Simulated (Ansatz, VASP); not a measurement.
One calculation of BN, two programs

POSCAR

```
BN
1.0
    0.0000000000      1.7707142487      1.7707142487
    1.7707142487      0.0000000000      1.7707142487
    1.7707142487      1.7707142487      0.0000000000
B N
1 1
Direct
    0.0000000000      0.0000000000      0.0000000000
    0.2500000000      0.2500000000      0.2500000000
```

The input INCAR.step1:

```
SYSTEM = BN
ALGO = Normal
EDIFF = 1E-5
ENCUT = 520
GGA = PE
ISIF = 2
ISMEAR = 0
LASPH = .True.
LREAL = .False.
LWAVE = .True.
NBANDS = 11
NELM = 60
PREC = Accurate
SIGMA = 0.01
```

The input INCAR.step2:

```
SYSTEM = BN
ALGO = Normal
EDIFF = 1E-7
ENCUT = 520
GGA = PE
HFSCREEN = 0.2079
ISIF = 2
ISMEAR = 0
ISTART = 1
LASPH = .True.
LCHARG = .True.
LELF = .True.
LHFCALC = .True.
LREAL = .False.
LVHAR = .True.
LWAVE = .False.
NBANDS = 11
NELM = 60
PREC = Accurate
PRECFOCK = Normal
SIGMA = 0.01
```

Contents of KPOINTS:

```
k-points
0
Gamma
  8 8 8
  0 0 0
```

Input for Ansatz:

```yaml
crystal:
  lattice:
    - [0.0, 1.7707142487, 1.7707142487]
    - [1.7707142487, 0.0, 1.7707142487]
    - [1.7707142487, 1.7707142487, 0.0]
  atoms:
    - { symbol: B, position: [0.0, 0.0, 0.0] }
    - { symbol: "N", position: [0.25, 0.25, 0.25] }
kpoints:
  mp_grid: { grid: [8, 8, 8] }
  band_path:
    path:
      - [0.0, 0.0, 0.0]
      - [-0.5, -0.5, 0.0]
      - [-0.375, -0.375, 0.25]
      - [-0.375, 0.0, 0.375]
      - [0.0, 0.0, 0.5]
      - [-0.5, -0.25, 0.25]
    npoints: 1
hamiltonian:
  xc: hse06
scf:
  occupations: { method: fixed }
  n_extra_bands: 4
output:
  forces: true
  stress: true
  eigenvalues: true
```

Change from the starting cell: hydrostatic strain -1.9%.

Alike in both runs: task single point; functional HSE06; k mesh 8 × 8 × 8; no spin polarisation.

|  | VASP | Ansatz |
| --- | --- | --- |
| version | VASP 6.6.1 | Ansatz 0.2.0 |
| potentials or method | VASP PAW PBE potentials, release 64 (B, N) | plane waves, PAW |
| plane-wave cutoff (eV) | 520 | 420 |
| occupations | gaussian, width 0.01 eV | fixed |
| valence electrons in the cell | 8 | 8 |

Ansatz gave:

```
gap on the k mesh at the Fermi level (eV) : 5.87
pressure (GPa)                            : 20.2
```

Task: Which values does VASP return?

Result: gap on the k mesh at the Fermi level (eV): 5.85; pressure (GPa): 20.9.

Ansatz's warnings: stress exchange threshold loose, stress scf threshold loose.
